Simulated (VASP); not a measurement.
Runs of VASP 6.6.1 on Pt. The structure is that of space group Cmcm (No. 63), or close to it. The cells are those of the table. 

```tsv
cell	gap on the mesh (eV)	pressure (GPa)	largest force (eV/Å)
a = 3.037, b = 2.634, c = 4.792 Å, angles 90.0, 90.0, 125.2°, 2 atoms	none	(a)	0.11
a = 2.554, b = 2.870, c = 4.792 Å, angles 90.0, 90.0, 116.4°, 2 atoms	none	1.3	0.02
a = 2.623, b = 2.832, c = 4.792 Å, angles 90.0, 90.0, 117.6°, 2 atoms	none	-2.8	0.02
a = 2.485, b = 2.909, c = 4.792 Å, angles 90.0, 90.0, 115.3°, 2 atoms	none	7.4	0.03
```

Alike in all rows: task single point; level r2SCAN; potentials or basis VASP PAW PBE potentials, release 64 (Pt); no spin polarisation; k mesh 18 × 18 × 10; cutoff (eV) 520; smearing gaussian 0.15 eV.

Estimate the missing entries.

(a) 3.1.

Caveats: the PAW data sets were made with another functional, which shifts forces and pressure a little; spin-orbit coupling is left out, which moves the levels of the heavy elements; the stress differs along the axes, from -10 to 19 GPa (at least some runs); the stress differs along the axes, from -15 to 26 GPa (at least some runs); the stress differs along the axes, from -14 to 12 GPa (at least some runs); the stress differs along the axes, from -15 to 44 GPa (at least some runs).

A k mesh can miss the band edges, and the runs leave out spin-orbit coupling on Pt.

A gap of «none» marks levels without a gap at the run's occupations.
